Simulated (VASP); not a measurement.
# V (P6_3/mmc) in VASP: further runs

The runs below take V through single point, with PBEsol.

All numbers are computed with VASP 6.6.1; they aren't measurements. Logs are shortened: lines on timing, memory, paths and dates and some standing lists are left out, and cuts for length are marked.

## (1) The cell of the first run

Symmetry: P6_3/mmc, No. 194, hexagonal system. The conventional cell has a = 2.643 Å, b = 2.643 Å, c = 4.761 Å, α = 90.00°, β = 90.00°, γ = 120.00°. V (site symmetry -6m2) has 12 V at 2.64 to 2.83 Å within 3.5 Å.

This isn't the form of V at room conditions, which is bcc.

## (2) Single point, PBEsol (14.41 Å³/atom)

Input file INCAR:

```
SYSTEM = V
  ALGO = Normal
  EDIFF = 1E-6
  ENCUT = 520
  GGA = PS
  ISIF = 2
  ISMEAR = -1
  LASPH = .TRUE.
  LCHARG = .TRUE.
  LELF = .TRUE.
  LREAL = .FALSE.
  LVHAR = .TRUE.
  LWAVE = .FALSE.
  NBANDS = 20
  NELM = 100
  PREC = Accurate
  SIGMA = 0.1
```

Input file KPOINTS:

```
k-points
0
G
  23 23 11
  0 0 0
```

Input file POSCAR:

```
V
1.0
    2.6433233366      0.0000000000      0.0000000000
   -1.3216616683      2.2891851599      0.0000000000
    0.0000000000      0.0000000000      4.7612657752
V
2
Direct
    0.3333333333      0.6666666667      0.2500000000
    0.6666666667      0.3333333333      0.7500000000
```

Potentials or basis: VASP PAW PBE potentials, release 64 (V_sv).

Launch:

```
$ cat potpaw_PBE.64/V_sv/POTCAR > POTCAR
$ mpirun -np 1 vasp_std > vasp.out
```

OUTCAR:

```text
SYSTEM = V
   EDIFF = 1E-6
   ENCUT = 520
   GGA = PS
   ISIF = 2
   ISMEAR = -1
   LASPH = .TRUE.
   LREAL = .FALSE.
   NELM = 100
   PREC = Accurate

 ion  position               nearest neighbor table
   1  0.333  0.667  0.250-   2 2.83   2 2.83   2 2.83   2 2.83   2 2.83   2 2.83
   2  0.667  0.333  0.750-   1 2.83   1 2.83   1 2.83   1 2.83   1 2.83   1 2.83

  LATTYP: Found a hexagonal cell.
 ALAT       =     2.6433233366
 C/A-ratio  =     1.8012422882

  Lattice vectors:

 A1 = (   2.6433233366,   0.0000000000,   0.0000000000)
 A2 = (  -1.3216616683,   2.2891851599,   0.0000000000)
 A3 = (   0.0000000000,   0.0000000000,   4.7612657752)

Analysis of symmetry for initial positions (statically):
=====================================================================
 Subroutine PRICEL returns:
 Original cell was already a primitive cell.

 Routine SETGRP: Setting up the symmetry group for a
 hexagonal supercell.

 Subroutine GETGRP returns: Found 24 space group operations
 (whereof 12 operations were pure point group operations)
 out of a pool of 24 trial point group operations.

The static configuration has the point symmetry D_3d.
 The point group associated with its full space group is D_6h.

Analysis of symmetry for dynamics (positions and initial velocities):
=====================================================================
 Subroutine PRICEL returns:
 Original cell was already a primitive cell.

 Routine SETGRP: Setting up the symmetry group for a
 hexagonal supercell.

 Subroutine GETGRP returns: Found 24 space group operations
 (whereof 12 operations were pure point group operations)
 out of a pool of 24 trial point group operations.

The dynamic configuration has the point symmetry D_3d.
 The point group associated with its full space group is D_6h.

 Subroutine INISYM returns: Found 24 space group operations
 (whereof 12 operations are pure point group operations),
 and found     1 'primitive' translations

----------------------------------------------------------------------------------------

                                     Primitive cell

  volume of cell :      28.8107

  direct lattice vectors                    reciprocal lattice vectors
     2.643323337  0.000000000  0.000000000     0.378311645  0.218418330  0.000000000
    -1.321661668  2.289185160  0.000000000     0.000000000  0.436836660  0.000000000
     0.000000000  0.000000000  4.761265775     0.000000000  0.000000000  0.210028183

  length of vectors
     2.643323337  2.643323337  4.761265775     0.436836660  0.436836660  0.210028183

  position of ions in fractional coordinates (direct lattice)
     0.333333333  0.666666667  0.250000000
     0.666666667  0.333333333  0.750000000

  ion indices of the primitive-cell ions
   primitive index   ion index
                 1           1
                 2           2

----------------------------------------------------------------------------------------

 KPOINTS: k-points

Automatic generation of k-mesh.
 Grid dimensions read from file:
 generate k-points for:   23   23   11

 Generating k-lattice:

  Cartesian coordinates                     Fractional coordinates (reciprocal lattice)
     0.016448332  0.009496449  0.000000000     0.043478261  0.000000000  0.000000000
     0.000000000  0.018992898  0.000000000     0.000000000  0.043478261  0.000000000
     0.000000000  0.000000000  0.019093471     0.000000000  0.000000000  0.090909091

  Length of vectors
     0.018992898  0.018992898  0.019093471

  Shift w.r.t. Gamma in fractional coordinates (k-lattice)
     0.000000000  0.000000000  0.000000000

 Subroutine IBZKPT returns following result:
 ===========================================

 Found    336 irreducible k-points:

 Following reciprocal coordinates:
            Coordinates               Weight
  0.000000  0.000000  0.000000      1.000000
  0.043478  0.000000  0.000000      6.000000
  0.086957  0.000000  0.000000      6.000000
  0.130435  0.000000  0.000000      6.000000
  0.173913 -0.000000  0.000000      6.000000
  0.217391  0.000000  0.000000      6.000000
[... 16 lines left out ...]
  0.478261  0.043478  0.000000      6.000000
  0.086957  0.086957  0.000000      6.000000
 [... further k-points ...]
   k-points           NKPTS =    336   k-points in BZ     NKDIM =    336   number of bands    NBANDS=     20
   number of dos      NEDOS =    301   number of ions     NIONS =      2
   total plane-waves  NPLWV =  14400
   dimension x,y,z NGX =    20 NGY =   20 NGZ =   36
   dimension x,y,z NGXF=    40 NGYF=   40 NGZF=   72
   ions per type =               2
   NGX,Y,Z   is equivalent  to a cutoff of  12.58, 12.58, 12.57 a.u.
   NGXF,Y,Z  is equivalent  to a cutoff of  25.16, 25.16, 25.14 a.u.
 SYSTEM =  V
   PREC   = accura    normal or accurate (medium, high low for compatibility)
   ISTART =      0    job   : 0-new  1-cont  2-samecut
   ICHARG =      2    charge: 1-file 2-atom 10-const
   ISPIN  =      1    spin polarized calculation?
   LNONCOLLINEAR =      F non collinear calculations
   LSORBIT =      F    spin-orbit coupling
   LASPH  =      T    aspherical Exc in radial PAW
   ENCUT  =  520.0 eV  38.22 Ry    6.18 a.u.   4.91  4.91  8.85*2*pi/ulx,y,z
   NELM   =    100;   NELMIN=  2; NELMDL= -5     # of ELM steps
   EDIFF  = 0.1E-05   stopping-criterion for ELM
   LREAL  =      F    real-space projection
   EDIFFG = 0.1E-04   stopping-criterion for IOM
   NSW    =      0    number of steps for IOM
   IBRION =     -1    ionic relax: 0-MD 1-quasi-New 2-CG
   NFREE  =      0    steps in history (QN), initial steepest desc. (CG)
   ISIF   =      2    stress and relaxation
   ISYM   =      2    0-nonsym 1-usesym 2-fastsym
   POTIM  = 0.5000    time-step for ionic-motion
   TEBEG  =    0.0;   TEEND  =   0.0 temperature during run
   PSTRESS=    0.0 pullay stress
   NELECT =      26.0000    total number of electrons
   NUPDOWN=      -1.0000    fix difference up-down
   EMIN   =  10.00;   EMAX   =-10.00  energy-range for DOS
   EFERMI =   0.00;   METHOD = LEGACY
   ISMEAR =    -1;   SIGMA  =   0.10  broadening in eV -4-tet -1-fermi 0-gaus
   EFERMI_NEDOS =   21; number of points for ismear=-14 and -15
   IALGO  =     38    algorithm
   IMIX   =      4    mixing-type and parameters
     AMIX     =   0.40;   BMIX     =  1.00
     AMIX_MAG =   1.60;   BMIX_MAG =  1.00
  volume/ion in A,a.u.               =      14.41        97.21
  Fermi-wavevector in a.u.,A,eV,Ry     =   1.582030  2.989603 34.052922  2.502819
  Thomas-Fermi vector in A             =   2.682015
   LORBIT       =      0    0 simple, 1 ext, 2 COOP (PROOUT), +10 PAW based schemes
   GGA     = PS    functional components
   LHFCALC =     F    Hartree Fock is set to
   AEXX    =    0.0000 exact exchange contribution
   IVDW    =     0    specifies the selected vdW correction
   LEPSILON=     F    determine dielectric tensor
   LRPA    =     F    only Hartree local field effects (RPA)
 non-spin polarized calculation
  energy-cutoff  :      520.00
  volume of cell :       28.81
 maximum number of plane-waves:       793
 NGX is ok and might be reduce to    20
   NGX =  9   NGY =  9   NGZ = 17

 number of electron      26.0000001 magnetization

 Free energy of the ion-electron system (eV)
  ---------------------------------------------------
  ext. energy  EPLUGINS =         0.00000000
  ---------------------------------------------------
  free energy    TOTEN  =       -18.70443303 eV

  energy without entropy =      -18.58128140  energy(sigma->0) =      -18.64285722

 E-fermi :   9.0913     XC(G=0): -12.6771

 val. band max:        9.0895484363   @ k =   0.1304   0.0000   0.1818
 cond. band min:       9.0960857397   @ k =   0.1304   0.0435   0.4545
 fundamental gap:      0.0065373034
 Fermi energy:         9.0913080921

 k-point     1 :       0.0000    0.0000    0.0000
  band No.  band energies     occupation
      1     -54.7258      2.00000
      2     -54.6301      2.00000
      3     -28.9068      2.00000
      4     -28.3318      2.00000
      5     -28.2192      2.00000
      6     -28.2192      2.00000
[... 12 lines left out ...]
     19      11.8223      0.00000
     20      11.8223      0.00000

 k-point     2 :       0.0435    0.0000    0.0000
  band No.  band energies     occupation
      1     -54.7229      2.00000
      2     -54.6279      2.00000
      3     -28.9023      2.00000
      4     -28.3321      2.00000
      5     -28.2335      2.00000
      6     -28.2231      2.00000
[... 12 lines left out ...]
     19      11.8316      0.00000
     20      11.9791      0.00000

 k-point     3 :       0.0870    0.0000    0.0000
  band No.  band energies     occupation
      1     -54.7143      2.00000
      2     -54.6217      2.00000
      3     -28.8888      2.00000
      4     -28.3332      2.00000
      5     -28.2751      2.00000
      6     -28.2342      2.00000
[... 12 lines left out ...]
     19      11.8547      0.00000
     20      12.3814      0.00000

 k-point     4 :       0.1304    0.0000    0.0000
  band No.  band energies     occupation
      1     -54.7005      2.00000
      2     -54.6118      2.00000
      3     -28.8670      2.00000
      4     -28.3410      2.00000
      5     -28.3351      2.00000
      6     -28.2884      2.00000
[... 12 lines left out ...]
     19      11.8820      0.00000
     20      12.9317      0.00000

 k-point     5 :       0.1739   -0.0000    0.0000
  band No.  band energies     occupation
      1     -54.6825      2.00000
      2     -54.5991      2.00000
      3     -28.8379      2.00000
      4     -28.4264      2.00000
      5     -28.3728      2.00000
      6     -28.3385      2.00000
[... 12 lines left out ...]
     19      11.9056      0.00000
     20      13.5720      0.00000
[... 353 lines left out ...]
      6     -28.4085      2.00000
[... 12 lines left out ...]
     19      12.5859      0.00000
     20      16.0434      0.00000

 k-point    22 :       0.4348    0.0435    0.0000
  band No.  band energies     occupation
      1     -54.5573      2.00000
      2     -54.5248      2.00000
      3     -28.9633      2.00000
      4     -28.8837      2.00000
      5     -28.6007      2.00000
      6     -28.4192      2.00000
[... 12 lines left out ...]
     19      13.0992      0.00000
     20      15.3442      0.00000

 k-point    23 :       0.4783    0.0435    0.0000
  band No.  band energies     occupation
      1     -54.5535      2.00000
      2     -54.5235      2.00000
      3     -28.9770      2.00000
      4     -28.8963      2.00000
      5     -28.5912      2.00000
      6     -28.4228      2.00000
[... 12 lines left out ...]
     19      13.4414      0.00000
     20      14.9200      0.00000

 k-point    24 :       0.0870    0.0870    0.0000
  band No.  band energies     occupation
      1     -54.6926      2.00000
      2     -54.6062      2.00000
      3     -28.8543      2.00000
      4     -28.3699      2.00000
      5     -28.3365      2.00000
      6     -28.3349      2.00000
[... 12 lines left out ...]
     19      11.8584      0.00000
     20      13.2343      0.00000

 [... further k-points ...]

------------------------ aborting loop because EDIFF is reached ----------------------------------------

  FORCE on cell =-STRESS in cart. coord.  units (eV):
  Direction    XX          YY          ZZ          XY          YZ          ZX
  --------------------------------------------------------------------------------------
  -------------------------------------------------------------------------------------
  Total       -2.1915454     -2.1915454     -2.1580296      0.0000000     -0.0000000     -0.0000000
  in kB     -121.8729765   -121.8729765   -120.0091456      0.0000000     -0.0000000     -0.0000000
  external PRESSURE =    -121.2516995 kB  Pullay stress =       0.0000000 kB

 VOLUME and BASIS-vectors are now :
 -----------------------------------------------------------------------------
  energy-cutoff  :      520.00
  volume of cell :       28.81
      direct lattice vectors                 reciprocal lattice vectors
     2.643323337  0.000000000  0.000000000     0.378311645  0.218418330  0.000000000
    -1.321661668  2.289185160  0.000000000     0.000000000  0.436836660  0.000000000
     0.000000000  0.000000000  4.761265775     0.000000000  0.000000000  0.210028183

 POSITION                                       TOTAL-FORCE (eV/Angst)
 -----------------------------------------------------------------------------------
     -0.00000      1.52612      1.19032         0.000000      0.000000      0.000000
      1.32166      0.76306      3.57095        -0.000000     -0.000000      0.000000
 -----------------------------------------------------------------------------------
    total drift:                               -0.000000      0.000000     -0.000000

  FREE ENERGIE OF THE ION-ELECTRON SYSTEM (eV)
  ---------------------------------------------------
  free  energy   TOTEN  =       -18.7044330343 eV

  energy  without entropy=      -18.5812814033  energy(sigma->0) =      -18.64285722
```

Wall time 59 s (1 thread of Intel Xeon 6975P-C (Granite Rapids), shared host); peak memory 0.25 GiB.

Results:

```
Free energy            : -18.7044 eV
Pressure               : -12.1 GPa
Band gap on the k mesh : zero (bands 13 and 14 overlap by 1.82 eV)
```

Caveat: the cell stands under tension; the PAW data sets were made with another functional, which shifts forces and pressure a little.

## (3) Single point, PBEsol (14.94 Å³/atom)

This run uses another cell than the first one, of 14.94 Å³/atom.

Input file INCAR:

```
ALGO     = Normal         # electronic algorithm
EDIFF    = 1E-6           # SCF threshold, eV
ENCUT    = 520            # plane-wave cutoff, eV
GGA      = PS             # functional
ISIF     = 2              # what is computed and relaxed
ISMEAR   = -1             # smearing method
LASPH    = True           # aspherical terms in the spheres
LCHARG   = False          # write CHGCAR
LREAL    = False          # projectors in reciprocal space
LWAVE    = False          # write WAVECAR
NBANDS   = 20             # bands
NELM     = 80             # most SCF steps
PREC     = Accurate       # precision mode
SIGMA    = 0.1            # smearing width, eV
```

Input file KPOINTS:

```
k-points
0
Gamma
  23 23 11
```

Input file POSCAR:

```
V
1.0
    2.6755621644      0.0000000000      0.0000000000
   -1.3377810822      2.3171048038      0.0000000000
    0.0000000000      0.0000000000      4.8193357151
V
2
Direct
    0.3333333333      0.6666666667      0.2500000000
    0.6666666667      0.3333333333      0.7500000000
```

Potentials or basis: VASP PAW PBE potentials, release 64 (V_sv).

Launch:

```
$ cat potpaw_PBE.64/V_sv/POTCAR > POTCAR
$ mpirun -np 1 vasp_std > vasp.out
```

OUTCAR:

```text
EDIFF = 1E-6
   ENCUT = 520
   GGA = PS
   ISIF = 2
   ISMEAR = -1
   LASPH = True
   LREAL = False
   NELM = 80
   PREC = Accurate

 ion  position               nearest neighbor table
   1  0.333  0.667  0.250-   2 2.86   2 2.86   2 2.86   2 2.86   2 2.86   2 2.86
   2  0.667  0.333  0.750-   1 2.86   1 2.86   1 2.86   1 2.86   1 2.86   1 2.86

  LATTYP: Found a hexagonal cell.
 ALAT       =     2.6755621644
 C/A-ratio  =     1.8012422882

  Lattice vectors:

 A1 = (   2.6755621644,   0.0000000000,   0.0000000000)
 A2 = (  -1.3377810822,   2.3171048038,   0.0000000000)
 A3 = (   0.0000000000,   0.0000000000,   4.8193357151)

Analysis of symmetry for initial positions (statically):
=====================================================================
 Subroutine PRICEL returns:
 Original cell was already a primitive cell.

 Routine SETGRP: Setting up the symmetry group for a
 hexagonal supercell.

 Subroutine GETGRP returns: Found 24 space group operations
 (whereof 12 operations were pure point group operations)
 out of a pool of 24 trial point group operations.

[... 159 lines left out ...]
  ---------------------------------------------------
  free energy    TOTEN  =       -18.60829334 eV

  energy without entropy =      -18.47898458  energy(sigma->0) =      -18.54363896

 E-fermi :   8.6605     XC(G=0): -12.4832

 val. band max:        8.6593041177   @ k =   0.1739   0.0000   0.0000
 cond. band min:       8.6610774538   @ k =   0.2609   0.1304   0.3636
 fundamental gap:      0.0017733361
 Fermi energy:         8.6605331673

 k-point     1 :       0.0000    0.0000    0.0000
  band No.  band energies     occupation
      1     -55.1924      2.00000
      2     -55.1104      2.00000
      3     -29.3444      2.00000
      4     -28.8367      2.00000
      5     -28.7298      2.00000
      6     -28.7298      2.00000
[... 541 lines left out ...]
     19      11.2975      0.00000
     20      12.6153      0.00000

 [... further k-points ...]

------------------------ aborting loop because EDIFF is reached ----------------------------------------

  FORCE on cell =-STRESS in cart. coord.  units (eV):
  Direction    XX          YY          ZZ          XY          YZ          ZX
  --------------------------------------------------------------------------------------
  -------------------------------------------------------------------------------------
  Total       -3.1348780     -3.1348780     -3.0704499      0.0000000      0.0000000     -0.0000000
  in kB     -168.1060394   -168.1060394   -164.6511225      0.0000000      0.0000000     -0.0000000
  external PRESSURE =    -166.9544004 kB  Pullay stress =       0.0000000 kB

 VOLUME and BASIS-vectors are now :
 -----------------------------------------------------------------------------
  energy-cutoff  :      520.00
  volume of cell :       29.88
      direct lattice vectors                 reciprocal lattice vectors
     2.675562164  0.000000000  0.000000000     0.373753230  0.215786528  0.000000000
    -1.337781082  2.317104804  0.000000000     0.000000000  0.431573055  0.000000000
     0.000000000  0.000000000  4.819335715     0.000000000  0.000000000  0.207497477

 POSITION                                       TOTAL-FORCE (eV/Angst)
 -----------------------------------------------------------------------------------
     -0.00000      1.54474      1.20483         0.000000     -0.000000      0.000000
      1.33778      0.77237      3.61450         0.000000      0.000000      0.000000
 -----------------------------------------------------------------------------------
    total drift:                               -0.000000      0.000000     -0.000000

  FREE ENERGIE OF THE ION-ELECTRON SYSTEM (eV)
  ---------------------------------------------------
  free  energy   TOTEN  =       -18.6082933442 eV

  energy  without entropy=      -18.4789845786  energy(sigma->0) =      -18.54363896
```

stdout:

```text
POSCAR found type information on POSCAR V
 POSCAR found :  1 types and       2 ions
 scaLAPACK will be used
 -----------------------------------------------------------------------------
|                                                                             |
|                                                                             |
|     You enforced a specific xc type in the INCAR file but a different       |
|     I HOPE YOU KNOW WHAT YOU ARE DOING!                                     |
|                                                                             |
 -----------------------------------------------------------------------------

 LDA part: xc-table for (Slater+PW92), standard interpolation
 POSCAR, INCAR and KPOINTS ok, starting setup
 FFT: planning ... GRIDC
 FFT: planning ... GRID_SOFT
 FFT: planning ... GRID
 WAVECAR not read
 entering main loop
```

Wall time 68 s (1 thread of Intel Xeon 6975P-C (Granite Rapids), shared host); peak memory 0.26 GiB.

What came out:

| Item | Value |
| --- | --- |
| Free energy | -18.6083 eV |
| Pressure | -16.7 GPa |
| Band gap on the k mesh | zero (bands 13 and 14 overlap by 1.74 eV) |

Caveat: the cell stands under tension; the PAW data sets were made with another functional, which shifts forces and pressure a little.
